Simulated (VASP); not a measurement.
# SnO in VASP: relaxation of cell and atoms with PBE+D3(BJ)

Aim: the relaxation of cell and atoms of SnO with PBE+D3(BJ).

Everything below comes from runs of VASP 6.6.1. Logs are shortened: lines on timing, memory, paths and dates and some standing lists are left out, and cuts for length are marked.

## (1) The cell of the first run

The typed cell holds 8 atoms: a = 3.831 Å, b = 3.831 Å, c = 9.509 Å, α = 90.00°, β = 90.00°, γ = 90.01°.

## (2) Relaxation of cell and atoms, PBE+D3(BJ)

File INCAR:

```
SYSTEM = SnO
PREC = Accurate ; ENCUT = 600
EDIFF = 1E-7 ; ISMEAR = 0
SIGMA = 0.1 ; LREAL = .FALSE.
LASPH = .TRUE. ; NELM = 100
ALGO = Fast ; ISIF = 3
LWAVE = .FALSE. ; LCHARG = .FALSE.
GGA = PE ; IVDW = 12
IBRION = 2 ; NSW = 100
EDIFFG = -0.005 ; KPAR = 4
```

File KPOINTS:

```
regular mesh
0
G
  10 10 4
  0 0 0
```

File POSCAR:

```
SnO
1.0
    2.7089383388     -2.7094791324      0.0000000000
    2.7089383388      2.7094791324      0.0000000000
    0.0000000000      0.0000000000      9.5093375019
Sn O
4 4
Direct
   -0.0000151309      0.0000151309      0.0006772477
    0.0000151309     -0.0000151309      0.5006772477
    0.5000222332      0.4999777668      0.2563304332
    0.4999777668      0.5000222332      0.7563304332
    1.0000806507      0.4998861404      0.3784961595
   -0.0000806507      0.5001138596      0.8784961595
    0.5001138596     -0.0000806507      0.3784961595
    0.4998861404      1.0000806507      0.8784961595
```

Potentials or basis: VASP PAW PBE potentials, release 64 (Sn_d, O).

Command:

```console
$ cat potpaw_PBE.64/Sn_d/POTCAR potpaw_PBE.64/O/POTCAR > POTCAR
$ mpirun -np 4 vasp_std > vasp.out
```

OUTCAR:

```text
SYSTEM = SnO
   PREC = Accurate
   ENCUT = 600
   EDIFF = 1E-7
   ISMEAR = 0
   LREAL = .FALSE.
   LASPH = .TRUE.
   NELM = 100
   ISIF = 3
   GGA = PE
   IVDW = 12
   IBRION = 2
   NSW = 100
   EDIFFG = -0.005
 IVDW          = 12

 ion  position               nearest neighbor table
   1  1.000  0.000  0.001-   6 2.24   8 2.24   6 2.24   8 2.24   4 3.57   4 3.57   4 3.57   4 3.57
                             3 3.64   3 3.64   3 3.64   3 3.64
   2  0.000  1.000  0.501-   5 2.24   7 2.24   7 2.24   5 2.24   3 3.57   3 3.57   3 3.57   3 3.57
                             4 3.64   4 3.64   4 3.64   4 3.64
   3  0.500  0.500  0.256-   5 2.24   7 2.24   5 2.24   7 2.24   2 3.57   2 3.57   2 3.57   2 3.57
                             1 3.64   1 3.64   1 3.64   1 3.64
   4  0.500  0.500  0.756-   6 2.24   8 2.24   8 2.24   6 2.24   1 3.57   1 3.57   1 3.57   1 3.57
                             2 3.64   2 3.64   2 3.64   2 3.64
   5  0.000  0.500  0.378-   2 2.24   3 2.24   3 2.24   2 2.24
   6  1.000  0.500  0.878-   1 2.24   4 2.24   4 2.24   1 2.24
   7  0.500  1.000  0.378-   2 2.24   3 2.24   3 2.24   2 2.24
   8  0.500  0.000  0.878-   1 2.24   4 2.24   4 2.24   1 2.24

  LATTYP: Found a base centered orthorhombic cell.
 ALAT       =     5.4178766776
 B/A-ratio  =     1.0001996330
 C/A-ratio  =     1.7551779171

  Lattice vectors:

 A1 = (   2.7089383388,  -2.7094791324,   0.0000000000)
 A2 = (   2.7089383388,   2.7094791324,   0.0000000000)
 A3 = (   0.0000000000,   0.0000000000,   9.5093375019)

Analysis of symmetry for initial positions (statically):
=====================================================================
 Subroutine PRICEL returns:
 Original cell was already a primitive cell.

 Routine SETGRP: Setting up the symmetry group for a
 base centered orthorhombic supercell.

 Subroutine GETGRP returns: Found  4 space group operations
 (whereof  2 operations were pure point group operations)
 out of a pool of  8 trial point group operations.

The static configuration has the point symmetry C_1h.
 The point group associated with its full space group is C_2v.

Analysis of symmetry for dynamics (positions and initial velocities):
=====================================================================
 Subroutine PRICEL returns:
 Original cell was already a primitive cell.

 Routine SETGRP: Setting up the symmetry group for a
 base centered orthorhombic supercell.

 Subroutine GETGRP returns: Found  4 space group operations
 (whereof  2 operations were pure point group operations)
 out of a pool of  8 trial point group operations.

The dynamic configuration has the point symmetry C_1h.
 The point group associated with its full space group is C_2v.

 Subroutine INISYM returns: Found  4 space group operations
 (whereof  2 operations are pure point group operations),
 and found     1 'primitive' translations

----------------------------------------------------------------------------------------

                                     Primitive cell

  volume of cell :     139.5935

  direct lattice vectors                    reciprocal lattice vectors
     2.708938339 -2.709479132  0.000000000     0.184574153 -0.184537313  0.000000000
     2.708938339  2.709479132  0.000000000     0.184574153  0.184537313  0.000000000
     0.000000000  0.000000000  9.509337502     0.000000000  0.000000000  0.105159797

  length of vectors
     3.831399756  3.831399756  9.509337502     0.261001222  0.261001222  0.105159797

  position of ions in fractional coordinates (direct lattice)
     0.999984869  0.000015131  0.000677248
     0.000015131  0.999984869  0.500677248
     0.500022233  0.499977767  0.256330433
     0.499977767  0.500022233  0.756330433
     0.000080651  0.499886140  0.378496160
     0.999919349  0.500113860  0.878496160
     0.500113860  0.999919349  0.378496160
     0.499886140  0.000080651  0.878496160

  ion indices of the primitive-cell ions
   primitive index   ion index
                 1           1
                 2           2
                 3           3
                 4           4
                 5           5
                 6           6
                 7           7
                 8           8

----------------------------------------------------------------------------------------

 KPOINTS: regular mesh

Automatic generation of k-mesh.
 Grid dimensions read from file:
 generate k-points for:   10   10    4

 Generating k-lattice:

  Cartesian coordinates                     Fractional coordinates (reciprocal lattice)
     0.018457415 -0.018453731  0.000000000     0.100000000 -0.000000000  0.000000000
     0.018457415  0.018453731  0.000000000    -0.000000000  0.100000000  0.000000000
     0.000000000  0.000000000  0.026289949     0.000000000  0.000000000  0.250000000

  Length of vectors
     0.026100122  0.026100122  0.026289949

  Shift w.r.t. Gamma in fractional coordinates (k-lattice)
     0.000000000  0.000000000  0.000000000

 Subroutine IBZKPT returns following result:
 ===========================================

 Found     93 irreducible k-points:

 Following reciprocal coordinates:
            Coordinates               Weight
  0.000000  0.000000  0.000000      1.000000
  0.100000  0.000000  0.000000      4.000000
  0.200000  0.000000  0.000000      4.000000
  0.300000 -0.000000  0.000000      4.000000
  0.400000 -0.000000  0.000000      4.000000
  0.500000  0.000000  0.000000      2.000000
[... 16 lines left out ...]
  0.300000  0.300000  0.000000      2.000000
  0.400000  0.300000  0.000000      4.000000
 [... further k-points ...]
   k-points           NKPTS =     93   k-points in BZ     NKDIM =     93   number of bands    NBANDS=     48
   number of dos      NEDOS =    301   number of ions     NIONS =      8
   total plane-waves  NPLWV =  81920
   dimension x,y,z NGX =    32 NGY =   32 NGZ =   80
   dimension x,y,z NGXF=    64 NGYF=   64 NGZF=  160
   ions per type =               4   4
   NGX,Y,Z   is equivalent  to a cutoff of  13.88, 13.88, 13.99 a.u.
   NGXF,Y,Z  is equivalent  to a cutoff of  27.77, 27.77, 27.97 a.u.
 SYSTEM =  SnO
   PREC   = accura    normal or accurate (medium, high low for compatibility)
   ISTART =      0    job   : 0-new  1-cont  2-samecut
   ICHARG =      2    charge: 1-file 2-atom 10-const
   ISPIN  =      1    spin polarized calculation?
   LNONCOLLINEAR =      F non collinear calculations
   LSORBIT =      F    spin-orbit coupling
   LASPH  =      T    aspherical Exc in radial PAW
   ENCUT  =  600.0 eV  44.10 Ry    6.64 a.u.   7.65  7.65 18.99*2*pi/ulx,y,z
   NELM   =    100;   NELMIN=  2; NELMDL= -5     # of ELM steps
   EDIFF  = 0.1E-06   stopping-criterion for ELM
   LREAL  =      F    real-space projection
   EDIFFG = -.5E-02   stopping-criterion for IOM
   NSW    =    100    number of steps for IOM
   IBRION =      2    ionic relax: 0-MD 1-quasi-New 2-CG
   NFREE  =      1    steps in history (QN), initial steepest desc. (CG)
   ISIF   =      3    stress and relaxation
   ISYM   =      2    0-nonsym 1-usesym 2-fastsym
   POTIM  = 0.5000    time-step for ionic-motion
   TEBEG  =    0.0;   TEEND  =   0.0 temperature during run
   PSTRESS=    0.0 pullay stress
   NELECT =      80.0000    total number of electrons
   NUPDOWN=      -1.0000    fix difference up-down
   EMIN   =  10.00;   EMAX   =-10.00  energy-range for DOS
   EFERMI =   0.00;   METHOD = LEGACY
   ISMEAR =     0;   SIGMA  =   0.10  broadening in eV -4-tet -1-fermi 0-gaus
   EFERMI_NEDOS =   21; number of points for ismear=-14 and -15
   IALGO  =     68    algorithm
   IMIX   =      4    mixing-type and parameters
     AMIX     =   0.40;   BMIX     =  1.00
     AMIX_MAG =   1.60;   BMIX_MAG =  1.00
  volume/ion in A,a.u.               =      17.45       117.75
  Fermi-wavevector in a.u.,A,eV,Ry     =   1.359825  2.569697 25.158869  1.849125
  Thomas-Fermi vector in A             =   2.486540
   LORBIT       =      0    0 simple, 1 ext, 2 COOP (PROOUT), +10 PAW based schemes
   GGA     = PE    functional components
   LHFCALC =     F    Hartree Fock is set to
   AEXX    =    0.0000 exact exchange contribution
   IVDW    =    12    specifies the selected vdW correction
   LEPSILON=     F    determine dielectric tensor
   LRPA    =     F    only Hartree local field effects (RPA)
 conjugate gradient relaxation of ions
 non-spin polarized calculation
 RMM-DIIS sequential band-by-band and
 Gauss-broadening in eV      SIGMA  =   0.10
  energy-cutoff  :      600.00
  volume of cell :      139.59
 maximum number of plane-waves:      4690
   NGX = 15   NGY = 15   NGZ = 37

--------------------------------------- Ionic step        1  -------------------------------------------

 number of electron      80.0000017 magnetization

 Free energy of the ion-electron system (eV)
  ---------------------------------------------------
  ext. energy  EPLUGINS =         0.00000000
  ---------------------------------------------------
  free energy    TOTEN  =       -45.38032911 eV

  energy without entropy =      -45.37914652  energy(sigma->0) =      -45.37973782

------------------------ aborting loop because EDIFF is reached ----------------------------------------

 Edisp (eV)   -1.88626

 E8    (eV) :    -0.8184

  FORCE on cell =-STRESS in cart. coord.  units (eV):
  Direction    XX          YY          ZZ          XY          YZ          ZX
  --------------------------------------------------------------------------------------
  -------------------------------------------------------------------------------------
  Total       0.28479     0.25599     0.09560     0.00000     0.00000     0.00000
  in kB       3.26861     2.93813     1.09729     0.00000     0.00000     0.00000
  external pressure =        2.43 kB  Pullay stress =        0.00 kB
[... 349 lines left out ...]
  energy  without entropy=      -47.2659294007  energy(sigma->0) =      -47.26652526

--------------------------------------- Ionic step        9  -------------------------------------------

 number of electron      80.0000013 magnetization

 Free energy of the ion-electron system (eV)
  ---------------------------------------------------
  ext. energy  EPLUGINS =         0.00000000
  ---------------------------------------------------
  free energy    TOTEN  =       -45.37948593 eV

  energy without entropy =      -45.37828754  energy(sigma->0) =      -45.37888673

 E-fermi :   7.1984     XC(G=0): -10.3059

 val. band max:        7.1415379907   @ k =   0.1000   0.0000   0.0000
 cond. band min:       7.3518751284   @ k =   0.5000   0.5000   0.2500
 fundamental gap:      0.2103371377
 Fermi energy:         7.1983616561

 k-point     1 :       0.0000    0.0000    0.0000
  band No.  band energies     occupation
      1     -14.7846      2.00000
      2     -14.7622      2.00000
      3     -14.4096      2.00000
      4     -14.3976      2.00000
      5     -14.3974      2.00000
      6     -14.3874      2.00000
[... 1213 lines left out ...]
     47      11.7485      0.00000
     48      12.1178      0.00000

 [... further k-points ...]

------------------------ aborting loop because EDIFF is reached ----------------------------------------

 Edisp (eV)   -1.88765

 E8    (eV) :    -0.8191

  FORCE on cell =-STRESS in cart. coord.  units (eV):
  Direction    XX          YY          ZZ          XY          YZ          ZX
  --------------------------------------------------------------------------------------
  -------------------------------------------------------------------------------------
  Total       0.02533    -0.00109     0.00920     0.00000     0.00000     0.00000
  in kB       0.29088    -0.01247     0.10565     0.00000     0.00000     0.00000
  external pressure =        0.13 kB  Pullay stress =        0.00 kB
[... 23 lines left out ...]
  FREE ENERGIE OF THE ION-ELECTRON SYSTEM (eV)
  ---------------------------------------------------
  free  energy   TOTEN  =       -47.2671381413 eV

  energy  without entropy=      -47.2659397558  energy(sigma->0) =      -47.26653895

 reached required accuracy - stopping structural energy minimisation
```

Run time: 27 min. Hardware: 4 MPI ranks of Oxide Virtual Turin-like, shared host; peak memory 0.68 GiB.

What came out:

| Property | Result |
| --- | --- |
| Free energy | -47.2671 eV |
| Relaxed volume | 17.44 Å³/atom |
| Relaxed cell | a = 3.836 Å, b = 3.836 Å, c = 9.480 Å, α = 90.00°, β = 90.00°, γ = 90.01° |
| Space group after relaxing (to 0.1 Å) | P4/nmm (No. 129) |
| Energy gained by relaxing | 0.1 meV/atom |
| Ionic steps | 9 |
| Pressure after relaxing | 0.0 GPa |
| Band gap on the k mesh | zero (bands 40 and 41 overlap by 0.04 eV) |
| Dispersion energy per atom | -0.236 eV |

Forces in eV/Å, atoms in the order of the input:
```
Sn   0.000 -0.001  0.002
Sn   0.000  0.001  0.002
Sn   0.000  0.001 -0.002
Sn   0.000 -0.001 -0.002
O    0.000  0.000  0.000
O    0.000  0.000  0.000
O    0.000  0.000  0.000
O    0.000  0.000  0.000
```

Step by step:
```tsv
step	energy change (eV)	largest force (eV/Å)	pressure (GPa)	volume (Å³)
1	0.0000	0.0465	0.24	139.59
2	-0.0001	0.0414	-0.26	140.13
3	-0.0004	0.0016	-0.02	139.88
4	-0.0004	0.0028	-0.04	139.89
5	-0.0004	0.0021	-0.04	139.86
6	-0.0005	0.0106	-0.04	139.81
7	-0.0005	0.0123	0.01	139.67
8	-0.0005	0.0134	0.05	139.53
9	-0.0006	0.0024	0.01	139.51
```

Final structure:
```xyz
8
Lattice="2.7123 -2.7128 0.0000 2.7123 2.7128 0.0000 0.0000 0.0000 9.4798" Properties=species:S:1:pos:R:3 pbc="T T T"
Sn    2.7123   -2.7125    0.0102
Sn    2.7123    2.7125    4.7501
Sn    2.7123   -0.0003    2.4261
Sn    2.7123    0.0003    7.1660
O     1.3562    1.3563    3.5881
O     4.0685   -1.3563    8.3280
O     4.0685    1.3563    3.5881
O     1.3562   -1.3563    8.3280
```

Caveat: semilocal functionals underestimate gaps, and a narrow one can read as zero; spin-orbit coupling is left out, which moves the levels of the heavy elements.

The gap in the log of VASP goes by the Fermi energy; the results here count the filled bands.